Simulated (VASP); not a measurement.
A run of VASP 6.6.1:

INCAR

```
SYSTEM = Ba
PREC = Accurate
ENCUT = 520
EDIFF = 1E-7
ISMEAR = 1
SIGMA = 0.2
LREAL = .FALSE.
LASPH = .TRUE.
NELM = 100
ALGO = Normal
ISIF = 2
LWAVE = .FALSE.
LCHARG = .FALSE.
GGA = PS
NBANDS = 28
```

The input KPOINTS:

```
Automatic mesh
0
G
  4 4 4
  0 0 0
```

POSCAR

```
Ba
1.0
   -4.1311947500      4.1311947500      3.8367706500
    4.1311947500     -4.1311947500      3.8367706500
    4.1311947500      4.1311947500     -3.8367706500
Ba
4
Direct
    0.8181421100      0.6818578900      0.5000000000
    0.1818578900      0.3181421100      0.5000000000
    0.3181421100      0.8181421100      0.1362842200
    0.6818578900      0.1818578900      0.8637157800
```

Potentials or basis: VASP PAW PBE potentials, release 64 (Ba_sv).

Launch:

```sh
$ cat potpaw_PBE.64/Ba_sv/POTCAR > POTCAR
$ mpirun -np 1 vasp_std > vasp.out
```

Hardware: 1 thread of AMD EPYC 7R43 64-Core Processor (Zen 3), with other jobs on the host.

Estimate the wall time of this run.

It took 3.1 min on 1 thread of AMD EPYC 7R43 64-Core Processor (Zen 3), on a shared host, peak memory 0.35 GiB. Counts: scf iterations 13, k points 13.
